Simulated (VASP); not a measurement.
# SiC: single point with r2SCAN

Crystal: SiC.

```xyz
2
Lattice="0.0000 2.0393 2.0393 2.0393 0.0000 2.0393 2.0393 2.0393 0.0000" Properties=species:S:1:pos:R:3 pbc="T T T"
C     0.0000    0.0000    0.0000
Si    2.0393    2.0393    2.0393
```

This cell differs from its parent crystal: volume scaled by 1.040.

```yaml
Program: VASP 6.6.1
Task: single point
Functional: r2SCAN
Potentials_or_basis: VASP PAW PBE potentials, release 64 (C, Si)
Cutoff: 520 eV
k_mesh: 18 × 18 × 18
Occupations: gaussian, width 0.05 eV
Spin: no spin polarisation
```

```
Pressure               : -8.9 GPa
Band gap on the k mesh : zero (band 4 reaches 12.16 eV, above the bottom of band 5 at 11.18 eV)
```

Levels at points of the mesh, in eV from the Fermi level:
```csv
k point,band 1,band 2,band 3,band 4,band 5,band 6,band 7,band 8,band 9
"(0.00, 0.00, 0.00)",-19.12,0.06,0.06,0.06,7.77,9.45,9.45,9.45,13.46
"(0.50, 0.00, 0.00)",-13.91,-11.77,-1.03,-1.03,5.60,5.60,6.36,10.36,15.93
"(0.50, 0.50, 0.00)",-12.14,-9.97,-4.41,-4.41,-0.83,3.13,15.69,15.69,16.12
```

Run time: 91 s on 1 thread of Intel(R) Xeon(R) Platinum 8375C CPU @ 2.90GHz (Ice Lake), on a shared host, peak memory 0.16 GiB.

Caveat: the PAW data sets were made with another functional, which shifts forces and pressure a little.
